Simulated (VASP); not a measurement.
# WC (P-6m2) in VASP: further runs, part 2 of 2

VASP 6.6.1.

### Step 3. Single point, PBEsol

Input file INCAR:

```
SYSTEM = WC
ALGO     = Normal         ! electronic algorithm
EDIFF    = 1E-6           ! SCF threshold, eV
ENCUT    = 520            ! plane-wave cutoff, eV
GGA      = PS             ! functional
ISIF     = 2              ! what is computed and relaxed
ISMEAR   = 0              ! smearing method
LASPH    = .TRUE.         ! aspherical terms in the spheres
LCHARG   = .FALSE.        ! write CHGCAR
LREAL    = .FALSE.        ! projectors in reciprocal space
LWAVE    = .FALSE.        ! write WAVECAR
NBANDS   = 16             ! bands
NELM     = 80             ! most SCF steps
PREC     = Accurate       ! precision mode
SIGMA    = 0.1            ! smearing width, eV
```

Input file KPOINTS:

```
k-points
0
G
  24 24 18
  0 0 0
```

Input file POSCAR:

```
WC
1.0
    2.9260757007      0.0000000000      0.0000000000
   -1.4630378503      2.5340558902      0.0000000000
    0.0000000000      0.0000000000      2.7005077970
W C
1 1
Direct
    0.0000000007     -0.0000000007      0.0000000000
    0.6666666659      0.3333333341      0.5000000000
```

Potentials or basis: VASP PAW PBE potentials, release 64 (W_sv, C).

Command:

```
$ cat potpaw_PBE.64/W_sv/POTCAR potpaw_PBE.64/C/POTCAR > POTCAR
$ mpirun -np 1 vasp_std > vasp.out
```

OUTCAR:

```text
SYSTEM = WC
   EDIFF = 1E-6
   ENCUT = 520
   GGA = PS
   ISIF = 2
   ISMEAR = 0
   LASPH = .TRUE.
   LREAL = .FALSE.
   NELM = 80
   PREC = Accurate

 ion  position               nearest neighbor table
   1  0.000  1.000  0.000-   2 2.16   2 2.16   2 2.16   2 2.16   2 2.16   2 2.16
   2  0.667  0.333  0.500-   1 2.16   1 2.16   1 2.16   1 2.16   1 2.16   1 2.16

  LATTYP: Found a hexagonal cell.
 ALAT       =     2.9260757007
 C/A-ratio  =     0.9229111182

  Lattice vectors:

 A1 = (   2.9260757007,   0.0000000000,   0.0000000000)
 A2 = (  -1.4630378503,   2.5340558902,   0.0000000000)
 A3 = (   0.0000000000,   0.0000000000,   2.7005077970)

Analysis of symmetry for initial positions (statically):
=====================================================================
 Subroutine PRICEL returns:
 Original cell was already a primitive cell.

 Routine SETGRP: Setting up the symmetry group for a
 hexagonal supercell.

 Subroutine GETGRP returns: Found 12 space group operations
 (whereof 12 operations were pure point group operations)
 out of a pool of 24 trial point group operations.

The static configuration has the point symmetry D_3h.

Analysis of symmetry for dynamics (positions and initial velocities):
=====================================================================
 Subroutine PRICEL returns:
 Original cell was already a primitive cell.

 Routine SETGRP: Setting up the symmetry group for a
 hexagonal supercell.

 Subroutine GETGRP returns: Found 12 space group operations
 (whereof 12 operations were pure point group operations)
 out of a pool of 24 trial point group operations.

The dynamic configuration has the point symmetry D_3h.

 Subroutine INISYM returns: Found 12 space group operations
 (whereof 12 operations are pure point group operations),
 and found     1 'primitive' translations

----------------------------------------------------------------------------------------

                                     Primitive cell

[... 105 lines left out ...]
   ISMEAR =     0;   SIGMA  =   0.10  broadening in eV -4-tet -1-fermi 0-gaus
   EFERMI_NEDOS =   21; number of points for ismear=-14 and -15
   IALGO  =     38    algorithm
   IMIX   =      4    mixing-type and parameters
     AMIX     =   0.40;   BMIX     =  1.00
     AMIX_MAG =   1.60;   BMIX_MAG =  1.00
  volume/ion in A,a.u.               =      10.01        67.56
  Fermi-wavevector in a.u.,A,eV,Ry     =   1.579974  2.985718 33.964466  2.496318
  Thomas-Fermi vector in A             =   2.680272
   LORBIT       =      0    0 simple, 1 ext, 2 COOP (PROOUT), +10 PAW based schemes
   GGA     = PS    functional components
   LHFCALC =     F    Hartree Fock is set to
   AEXX    =    0.0000 exact exchange contribution
   IVDW    =     0    specifies the selected vdW correction
   LEPSILON=     F    determine dielectric tensor
   LRPA    =     F    only Hartree local field effects (RPA)
 non-spin polarized calculation
 Gauss-broadening in eV      SIGMA  =   0.10
  energy-cutoff  :      520.00
  volume of cell :       20.02
 maximum number of plane-waves:       568
 NGX is ok and might be reduce to    24
   NGX = 11   NGY = 11   NGZ = 11

 number of electron      18.0000002 magnetization

 Free energy of the ion-electron system (eV)
  ---------------------------------------------------
  ext. energy  EPLUGINS =         0.00000000
  ---------------------------------------------------
  free energy    TOTEN  =       -23.76415639 eV

  energy without entropy =      -23.76246489  energy(sigma->0) =      -23.76331064

 E-fermi :  11.5079     XC(G=0): -14.1114

 val. band max:       11.5067607503   @ k =   0.0833  -0.0000   0.0556
 cond. band min:      11.5283914845   @ k =   0.1250   0.0417   0.3889
 fundamental gap:      0.0216307342
 Fermi energy:        11.5079432115

 k-point     1 :       0.0000    0.0000    0.0000
  band No.  band energies     occupation
      1     -62.3863      2.00000
      2     -26.3408      2.00000
      3     -26.3408      2.00000
      4     -26.2200      2.00000
      5      -3.2757      2.00000
      6       6.9377      2.00000
[... 433 lines left out ...]
      3     -26.5372      2.00000
      4     -26.1172      2.00000
      5       0.0298      2.00000
      6       4.1811      2.00000
[... 8 lines left out ...]
     15      24.9106      0.00000
     16      29.3489      0.00000

 [... further k-points ...]
[... 5 lines left out ...]
  --------------------------------------------------------------------------------------
  -------------------------------------------------------------------------------------
  Total        0.1646088      0.1646088      5.9994780      0.0000000      0.0000000      0.0000000
  in kB       13.1709311     13.1709311    480.0393824      0.0000000      0.0000000      0.0000000
  external PRESSURE =     168.7937482 kB  Pullay stress =       0.0000000 kB

 VOLUME and BASIS-vectors are now :
 -----------------------------------------------------------------------------
  energy-cutoff  :      520.00
  volume of cell :       20.02
      direct lattice vectors                 reciprocal lattice vectors
     2.926075701  0.000000000  0.000000000     0.341754658  0.197312144  0.000000000
    -1.463037850  2.534055890  0.000000000     0.000000000  0.394624287  0.000000000
     0.000000000  0.000000000  2.700507797     0.000000000  0.000000000  0.370300727

 POSITION                                       TOTAL-FORCE (eV/Angst)
 -----------------------------------------------------------------------------------
     -1.46304      2.53406      0.00000         0.000000      0.000000      0.000000
      1.46304      0.84469      1.35025        -0.000000      0.000000      0.000000
 -----------------------------------------------------------------------------------
    total drift:                               -0.000002      0.000001     -0.000000

  FREE ENERGIE OF THE ION-ELECTRON SYSTEM (eV)
  ---------------------------------------------------
  free  energy   TOTEN  =       -23.7641563921 eV

  energy  without entropy=      -23.7624648928  energy(sigma->0) =      -23.76331064
```

stdout:

```text
POSCAR found type information on POSCAR W C
 POSCAR found :  2 types and       2 ions
 scaLAPACK will be used
 -----------------------------------------------------------------------------
|                                                                             |
|                                                                             |
|     You enforced a specific xc type in the INCAR file but a different       |
|     I HOPE YOU KNOW WHAT YOU ARE DOING!                                     |
|                                                                             |
 -----------------------------------------------------------------------------

 LDA part: xc-table for (Slater+PW92), standard interpolation
 POSCAR, INCAR and KPOINTS ok, starting setup
 FFT: planning ... GRIDC
 FFT: planning ... GRID_SOFT
 FFT: planning ... GRID
 WAVECAR not read
 entering main loop
```

Wall time 61 s (1 thread of Intel Xeon Platinum 8488C (Sapphire Rapids), shared host); peak memory 0.3 GiB.

What came out:

| Item | Value |
| --- | --- |
| Free energy | -23.7642 eV |
| Pressure | 16.9 GPa |
| Band gap on the k mesh | zero (bands 9 and 10 overlap by 1.45 eV) |

Caveat: the cell stands under pressure; the PAW data sets were made with another functional, which shifts forces and pressure a little; spin-orbit coupling is left out, which moves the levels of the heavy elements.

### Step 4. Single point, PBEsol (uniaxial strain along c: -4.5 %)

Input file INCAR:

```
PREC = Accurate
ENCUT = 520
EDIFF = 1E-7
ISMEAR = 0
SIGMA = 0.1
LREAL = False
LASPH = True
NELM = 100
ALGO = Normal
ISIF = 2
LWAVE = False
LCHARG = False
GGA = PS
NBANDS = 16
```

Input file KPOINTS:

```
Automatic mesh
0
Gamma
  24 24 18
```

Input file POSCAR:

```
WC
1.0
    2.9310866689      0.0000000000      0.0000000000
   -1.4655433344      2.5383955160      0.0000000000
    0.0000000000      0.0000000000      2.7005077970
W C
1 1
Direct
    0.0000000024     -0.0000000024      0.0000000000
    0.6666666643      0.3333333357      0.5000000000
```

Potentials or basis: VASP PAW PBE potentials, release 64 (W_sv, C).

Command:

```
$ cat potpaw_PBE.64/W_sv/POTCAR potpaw_PBE.64/C/POTCAR > POTCAR
$ mpirun -np 1 vasp_std > vasp.out
```

OUTCAR:

```text
PREC = Accurate
   ENCUT = 520
   EDIFF = 1E-7
   ISMEAR = 0
   LREAL = False
   LASPH = True
   NELM = 100
   ISIF = 2
   GGA = PS

 ion  position               nearest neighbor table
   1  0.000  1.000  0.000-   2 2.16   2 2.16   2 2.16   2 2.16   2 2.16   2 2.16
   2  0.667  0.333  0.500-   1 2.16   1 2.16   1 2.16   1 2.16   1 2.16   1 2.16

  LATTYP: Found a hexagonal cell.
 ALAT       =     2.9310866689
 C/A-ratio  =     0.9213333149

  Lattice vectors:

 A1 = (   2.9310866689,   0.0000000000,   0.0000000000)
[... 192 lines left out ...]
      6       6.9074      2.00000
[... 433 lines left out ...]
      3     -26.5936      2.00000
      4     -26.1719      2.00000
      5      -0.0107      2.00000
      6       4.1437      2.00000
[... 8 lines left out ...]
     15      24.8185      0.00000
     16      29.2381      0.00000

 [... further k-points ...]
[... 5 lines left out ...]
  --------------------------------------------------------------------------------------
  -------------------------------------------------------------------------------------
  Total       -0.0499849     -0.0499849      5.9064209     -0.0000000      0.0000000      0.0000000
  in kB       -3.9858058     -3.9858058    470.9790497     -0.0000000      0.0000000      0.0000000
  external PRESSURE =     154.3358127 kB  Pullay stress =       0.0000000 kB

 VOLUME and BASIS-vectors are now :
 -----------------------------------------------------------------------------
  energy-cutoff  :      520.00
  volume of cell :       20.09
      direct lattice vectors                 reciprocal lattice vectors
     2.931086669  0.000000000  0.000000000     0.341170396  0.196974820  0.000000000
    -1.465543334  2.538395516  0.000000000     0.000000000  0.393949640  0.000000000
     0.000000000  0.000000000  2.700507797     0.000000000  0.000000000  0.370300727

 POSITION                                       TOTAL-FORCE (eV/Angst)
 -----------------------------------------------------------------------------------
     -1.46554      2.53840      0.00000         0.000000     -0.000000      0.000000
      1.46554      0.84613      1.35025        -0.000000      0.000000      0.000000
 -----------------------------------------------------------------------------------
    total drift:                               -0.000008      0.000005     -0.000000

  FREE ENERGIE OF THE ION-ELECTRON SYSTEM (eV)
  ---------------------------------------------------
  free  energy   TOTEN  =       -23.7643945270 eV

  energy  without entropy=      -23.7626880240  energy(sigma->0) =      -23.76354128
```

OSZICAR:

```text
N       E                     dE             d eps       ncg     rms          rms(c)
DAV:   1     0.108489239043E+03    0.10849E+03   -0.93585E+03 19584   0.126E+03
DAV:   2    -0.235077162529E+02   -0.13200E+03   -0.12759E+03 23248   0.338E+02
DAV:   3    -0.266755237853E+02   -0.31678E+01   -0.31579E+01 21560   0.499E+01
DAV:   4    -0.266911819583E+02   -0.15658E-01   -0.15658E-01 25232   0.394E+00
DAV:   5    -0.266912917921E+02   -0.10983E-03   -0.10983E-03 21560   0.313E-01    0.357E+01
DAV:   6    -0.238487903673E+02    0.28425E+01   -0.52364E+00 23328   0.249E+01    0.104E+01
DAV:   7    -0.237964702391E+02    0.52320E-01   -0.35000E-01 20296   0.459E+00    0.681E+00
DAV:   8    -0.237656471065E+02    0.30823E-01   -0.53070E-02 22136   0.180E+00    0.102E+00
DAV:   9    -0.237644979208E+02    0.11492E-02   -0.29211E-03 21264   0.381E-01    0.102E-01
DAV:  10    -0.237643970239E+02    0.10090E-03   -0.27504E-04 23008   0.193E-01    0.552E-02
DAV:  11    -0.237643952417E+02    0.17822E-05   -0.15361E-05 22800   0.361E-02    0.788E-03
DAV:  12    -0.237643945747E+02    0.66700E-06   -0.23463E-06 21568   0.123E-02    0.207E-03
DAV:  13    -0.237643945270E+02    0.47692E-07   -0.87490E-08 15816   0.258E-03
   1 F= -.23764395E+02 E0= -.23763541E+02  d E =-.170650E-02
```

Run time: 64 s. Hardware: 1 thread of Intel Xeon Platinum 8488C (Sapphire Rapids), shared host; peak memory 0.3 GiB.

Results:

```
Free energy            : -23.7644 eV
Pressure               : 15.4 GPa
Band gap on the k mesh : zero (bands 9 and 10 overlap by 1.44 eV)
```

Stress tensor (GPa, compression positive):
```
-0.40  0.00  0.00
 0.00 -0.40  0.00
 0.00  0.00 47.10
```

Levels at points of the mesh, in eV from the Fermi level:
```csv
k point,band 6,band 7,band 8,band 9,band 10,band 11,band 12,band 13
"(0.00, 0.00, 0.00)",-4.55,-3.94,-3.94,0.68,3.50,3.50,6.02,6.04
"(0.50, 0.00, 0.00)",-7.33,-3.84,-3.09,-0.88,2.69,4.30,4.40,7.35
"(0.00, 0.00, 0.50)",-8.84,-2.71,-2.71,-0.63,-0.63,4.24,4.24,4.79
"(0.50, 0.00, 0.50)",-6.70,-4.96,-4.13,0.42,4.26,5.81,6.88,9.43
```

Caveat: the cell differs from its parent crystal (uniaxial strain along c: -4.5 %); the cell stands under pressure; the PAW data sets were made with another functional, which shifts forces and pressure a little; spin-orbit coupling is left out, which moves the levels of the heavy elements.
